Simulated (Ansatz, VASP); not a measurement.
# One calculation of P, two programs

```
P
1.0
     2.40726    0.00000    0.01805
     0.00000    2.40726    0.00000
     0.01806    0.00000    2.40737
P
1
Direct
  0.00000 0.00000 0.00000
```

Change from the starting cell: strain +0.0150 x Voigt [0, 0, 0, 0, 1, 0], atoms carried along.

Alike in both runs: task single point; functional PBE; dispersion D3(BJ); k mesh 24 × 24 × 24; occupations gaussian, width 0.15 eV; no spin polarisation.

|  | VASP | Ansatz |
| --- | --- | --- |
| version | VASP 6.6.1 | Ansatz 0.2.0 |
| potentials or method | VASP PAW PBE potentials, release 64 (P), cutoff 520 eV | scalar-relativistic, plane waves, PAW |
| valence electrons in the cell | 5 | 5 |

```csv
,VASP,Ansatz,Ansatz less VASP
gap on the k mesh at the Fermi level (eV),none,none,-
pressure (GPa),-0.4,0.0,+0.34
"traceless stress, the component that is largest in VASP (GPa)",-0.91,-0.91,+0.002
```

A gap of «none» marks a metal or a gap that the smearing closes. Ansatz's warnings: near symmetry operations not taken.
